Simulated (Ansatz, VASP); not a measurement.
## Two plane-wave programs on SiO2

File INCAR:

```
PREC = Accurate
ENCUT = 520
EDIFF = 1E-7
ISMEAR = 0
SIGMA = 0.05
LREAL = False
LASPH = True
NELM = 100
ALGO = Normal
ISIF = 2
LWAVE = False
LCHARG = True
GGA = PE
LELF = True
LVHAR = True
NBANDS = 25
```

KPOINTS

```
regular mesh
0
Gamma
  6 6 8
```

POSCAR

```
SiO2
1.0
    4.1088000000      0.0000000000      0.0000000000
    0.0000000000      4.1088000000      0.0000000000
    0.0000000000      0.0000000000      2.9319000000
Si O
2 4
Direct
    0.5000000000      0.5000000000      0.5000000000
    0.0000000000      0.0000000000      0.0000000000
    0.6930127928      0.6930127928      0.0000000000
    0.1930127928      0.8069872072      0.5000000000
    0.3069872072      0.3069872072      0.0000000000
    0.8069872072      0.1930127928      0.5000000000
```

Input for Ansatz:

```yaml
crystal:
  lattice:
    - [4.1088, 0.0, 0.0]
    - [0.0, 4.1088, 0.0]
    - [0.0, 0.0, 2.9319]
  atoms:
    - { symbol: Si, position: [0.5, 0.5, 0.5] }
    - { symbol: Si, position: [0.0, 0.0, 0.0] }
    - { symbol: O, position: [0.6930127928, 0.6930127928, 0.0] }
    - { symbol: O, position: [0.1930127928, 0.8069872072, 0.5] }
    - { symbol: O, position: [0.3069872072, 0.3069872072, 0.0] }
    - { symbol: O, position: [0.8069872072, 0.1930127928, 0.5] }
basis:
  ecutwfc: 520.0
kpoints:
  mp_grid: { grid: [6, 6, 8] }
hamiltonian:
  xc: pbe
  pseudopotentials: { kind: paw, azcp: { folder: soft_1 } }
scf:
  occupations: { method: gaussian, width: 0.05 }
output:
  forces: true
  stress: true
  eigenvalues: true
```

Alike in both runs: task single point; functional PBE; k mesh 6 × 6 × 8; occupations gaussian, width 0.05 eV; no spin polarisation.

```csv
,VASP,Ansatz
version,VASP 6.6.1,Ansatz 0.2.0
potentials or method,"VASP PAW PBE potentials, release 64 (Si, O), cutoff 520 eV","scalar-relativistic, plane waves, PAW"
valence electrons in the cell,32,32
```

VASP gave:

| Property | Result |
| --- | --- |
| gap on the k mesh at the Fermi level (eV) | 4.11 |
| least direct gap on the mesh (eV) | 4.11 |
| pressure (GPa) | -9.6 |
| traceless stress, the component that is largest in VASP (GPa) | -28.35 |
| rms of the force components (eV/Å) | 0.326 |

Question: Estimate Ansatz's values.

Answer: gap on the k mesh at the Fermi level (eV): 4.13; least direct gap on the mesh (eV): 4.13; pressure (GPa): -9.8; traceless stress, the component that is largest in VASP (GPa): -28.47; rms of the force components (eV/Å): 0.330.

Atom by atom the forces differ by 0.004 eV/Å (rms over components).
